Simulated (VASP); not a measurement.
Wanted: the native input for a VASP 6.6.1 run.

```
Task                   : single point
Functional             : r2SCAN
Potentials or basis    : VASP PAW PBE potentials, release 64 (Ta_pv, As)
Cutoff                 : 520 eV
k mesh                 : 18 × 18 × 18
Occupations            : fermi-dirac, width 0.15 eV
Spin                   : no spin polarisation
Dipole correction      : no
Further INCAR settings : ALGO = Normal; EDIFF = 1e-06; NBANDS = 24
```

Crystal: TaAs.

```
Ta As
1.0
    -1.72134    1.72134    5.85583
     1.72134   -1.72134    5.85583
     1.72134    1.72134   -5.85583
Ta As
2 2
Direct
  0.50002 0.00002 0.50000
  0.75002 0.75002 0.00000
  0.08258 0.58258 0.50000
  0.33258 0.33258 0.00000
```

These files were run (other wordings do the same):

POSCAR

```
TaAs
1.0
   -1.7213377280      1.7213377280      5.8558306468
    1.7213377280     -1.7213377280      5.8558306468
    1.7213377280      1.7213377280     -5.8558306468
Ta As
2 2
Direct
    0.5000232238      1.0000232238      0.5000000000
    0.7500232238      0.7500232238      0.0000000000
    0.0825761962      0.5825761962      0.5000000000
    0.3325761962      0.3325761962      0.0000000000
```

INCAR.step1

```
PREC = Accurate
ENCUT = 520
ISMEAR = -1
SIGMA = 0.15
LREAL = False
LASPH = True
NELM = 60
NBANDS = 24
GGA = PE
ALGO = Normal
EDIFF = 1E-4
LWAVE = True
LCHARG = False
```

INCAR.step2

```
PREC = Accurate
ENCUT = 520
EDIFF = 1E-6
ISMEAR = -1
SIGMA = 0.15
LREAL = False
LASPH = True
NELM = 60
ALGO = Normal
ISIF = 2
LWAVE = False
LCHARG = True
METAGGA = R2SCAN
LMIXTAU = True
LELF = True
LVHAR = True
NBANDS = 24
ISTART = 1
```

KPOINTS

```
Automatic mesh
0
Gamma
  18 18 18
```

Potentials or basis: VASP PAW PBE potentials, release 64 (Ta_pv, As).

Run with:

```sh
$ cat potpaw_PBE.64/Ta_pv/POTCAR potpaw_PBE.64/As/POTCAR > POTCAR
$ cp INCAR.step1 INCAR
$ mpirun -np 1 vasp_std > vasp.out
$ cp INCAR.step2 INCAR
$ mpirun -np 1 vasp_std > vasp.out
```

Results of the run:

```json
{
 "Pressure": "0.5 GPa",
 "Band gap on the k mesh": "zero (bands 16 and 17 overlap by 0.05 eV)"
}
```

Caveat: the PAW data sets were made with another functional, which shifts forces and pressure a little; spin-orbit coupling is left out, which moves the levels of the heavy elements.

Run time: 48 min on 1 thread of Intel(R) Xeon(R) 6975P-C (Granite Rapids) (shared host), peak memory 0.9 GiB.
